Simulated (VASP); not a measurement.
A run of VASP 6.6.1 is set up as follows.

Contents of INCAR:

```
  PREC = Accurate
  ENCUT = 520
  EDIFF = 1E-6
  ISMEAR = 0
  SIGMA = 0.1
  LREAL = False
  LASPH = True
  NELM = 150
  ALGO = Normal
  ISIF = 2
  LWAVE = False
  LCHARG = False
  ISPIN = 2
  MAGMOM = 0 0.14 0 0 0
  LORBIT = 11
  LMAXMIX = 4
  GGA = PE
  NBANDS = 32
```

KPOINTS

```
regular mesh
0
Gamma
  4 4 4
```

Contents of POSCAR:

```
SnIrS3
1.0
    4.4277331199      0.0000000000      0.0000000000
    0.0000000000      4.4277331199      0.0000000000
    0.0000000000      0.0000000000      5.7353264232
Sn Ir S
1 1 3
Direct
    0.0000000000      0.0000000000      0.1292267537
    0.5000000000      0.5000000000      0.5530198217
    0.5000000000      0.5000000000      0.9411942810
    0.0000000000      0.5000000000      0.4182795718
    0.5000000000      0.0000000000      0.4182795718
```

Potentials or basis: VASP PAW PBE potentials, release 64 (Sn_d, Ir, S).

Command:

```sh
$ cat potpaw_PBE.64/Sn_d/POTCAR potpaw_PBE.64/Ir/POTCAR potpaw_PBE.64/S/POTCAR > POTCAR
$ mpirun -np 1 vasp_std > vasp.out
```

Question: Predict the net moment.

Answer: 0.00 μB per cell.

Question: Estimate the pressure.

Answer: 0.1 GPa.

Question: Estimate the largest force.

Answer: 0.050 eV/Å.

Stress tensor (GPa, compression positive):
```
0.02 0.00 0.00
0.00 0.02 0.00
0.00 0.00 0.14
```
